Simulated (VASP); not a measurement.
Here is a VASP 6.6.1 calculation.

Contents of INCAR:

```
ALGO = Normal
EDIFF = 1E-6
ENCUT = 520
GGA = PE
ISIF = 2
ISMEAR = -1
LASPH = T
LCHARG = F
LREAL = Auto
LUSENCCL = F
LWAVE = F
NBANDS = 712
NELECT = 1218.0
NELM = 100
PREC = Accurate
SIGMA = 0.01
```

Contents of KPOINTS:

```
k-points
0
Gamma
  1 1 1
```

Contents of POSCAR:

```
LiHf32Si32O128
1.0
   13.2930558500      0.0000000000      0.0000000000
    0.0000000000     13.2930558500      0.0000000000
    0.0000000000      0.0000000000     12.0294699300
Hf Si O Li
32 32 128 1
Direct
   -0.0001049420     -0.0000624386     -0.0002286884
    0.2500155749      0.2499092788      0.2497005286
   -0.0001317981      0.2497423495      0.1248396653
    0.2502183123      0.0004111169      0.3745638857
    0.0002033392      0.0018444969      0.4985705966
    0.2499018313      0.2499605837      0.7498538217
[... 185 lines left out ...]
    0.8436364164      0.7447605059      0.5899683894
    0.8685734214      0.6162504764      0.6445446096
```

Potentials or basis: VASP PAW PBE potentials, release 64 (Hf_pv, Si, O, Li_sv).

Run with:

```console
$ cat potpaw_PBE.64/Hf_pv/POTCAR potpaw_PBE.64/Si/POTCAR potpaw_PBE.64/O/POTCAR potpaw_PBE.64/Li_sv/POTCAR > POTCAR
$ mpirun -np 1 vasp_gam > vasp.out
```

**Question.** Predict the largest force.

**Answer.** 0.194 eV/Å.

Caveat: the k points lie up to 0.52 Å⁻¹ apart; the cell carries a net charge on a neutralising background, which shifts energy and pressure.
